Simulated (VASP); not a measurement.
B6As, 14 atoms in the cell. It takes space group R-3m (No. 166, trigonal). Conventional cell: a = 6.137 Å, b = 6.137 Å, c = 11.895 Å, α = 90.00°, β = 90.00°, γ = 120.00°. Within 2.4 Å of B (site symmetry m) lie 6 B at 1.77 to 1.90 Å. B (site symmetry m) has 5 B at 1.73 to 1.81 Å and 1 As at 2.00 Å within 2.3 Å. Within 2.6 Å of As (site symmetry 3m) lie 3 B at 2.00 Å and 1 As at 2.39 Å. 

```yaml
Program: VASP 6.6.1
Task: relaxation of cell and atoms
Functional: PBEsol
Potentials_or_basis: VASP PAW PBE potentials, release 64 (B, As)
Cutoff: 600 eV
k_mesh: 6 × 6 × 6
Occupations: gaussian, width 0.02 eV
Spin: no spin polarisation
Dipole_correction: no
Further_INCAR_settings: ALGO = Normal; EDIFF = 1e-06; IBRION = 2; EDIFFG = -0.005; NSW = 100; ISIF = 3
```

Potentials or basis: VASP PAW PBE potentials, release 64 (B, As).

Command:

```sh
$ cat potpaw_PBE.64/B/POTCAR potpaw_PBE.64/As/POTCAR > POTCAR
$ mpirun -np 1 vasp_std > vasp.out
```

Hardware: 1 thread of AMD EPYC 9R45 96-Core Processor (Zen 5) (shared host).

Estimate the wall time of this run.

Run time: 5.9 min on 1 thread of AMD EPYC 9R45 96-Core Processor (Zen 5), on a shared host, peak memory 0.31 GiB. Counts: scf iterations 43, k points 32, ion steps 8.
